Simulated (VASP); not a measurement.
Input of a VASP 6.6.1 run:

The input INCAR:

```
PREC = Accurate ; ENCUT = 520
EDIFF = 1E-7 ; ISMEAR = 0
SIGMA = 0.05 ; LREAL = False
LASPH = True ; NELM = 60
ALGO = Normal ; ISIF = 2
LWAVE = False ; LCHARG = False
GGA = B5 ; ALDAX = 1.0
AGGAX = 1.0 ; AGGAC = 1.0
ALDAC = 0.0 ; NBANDS = 25
```

The input KPOINTS:

```
Automatic mesh
0
Gamma
  6 6 8
```

Contents of POSCAR:

```
SiO2
1.0
    4.2332207308      0.0000000000      0.0000000000
    0.0000000000      4.2332207308      0.0000000000
    0.0000000000      0.0000000000      2.6937701088
Si O
2 4
Direct
    0.0000000000      0.0000000000      0.0000000000
    0.5000000000      0.5000000000      0.5000000000
    0.3069714374      0.3069714374      0.0000000000
    0.1930285626      0.8069714374      0.5000000000
    0.6930285626      0.6930285626      0.0000000000
    0.8069714374      0.1930285626      0.5000000000
```

Potentials or basis: VASP PAW PBE potentials, release 64 (Si, O).

Command:

```console
$ cat potpaw_PBE.64/Si/POTCAR potpaw_PBE.64/O/POTCAR > POTCAR
$ mpirun -np 1 vasp_std > vasp.out
```

Estimate the pressure.

6.5 GPa.

Estimate the largest force.

0.043 eV/Å.

Predict the band gap on the k mesh.

5.18 eV.

Stress tensor (GPa, compression positive):
```
6.09 0.00 0.00
0.00 6.09 0.00
0.00 0.00 7.18
```

Caveat: the cell stands under pressure; the PAW data sets were made with another functional, which shifts forces and pressure a little. A k mesh can miss the band edges.
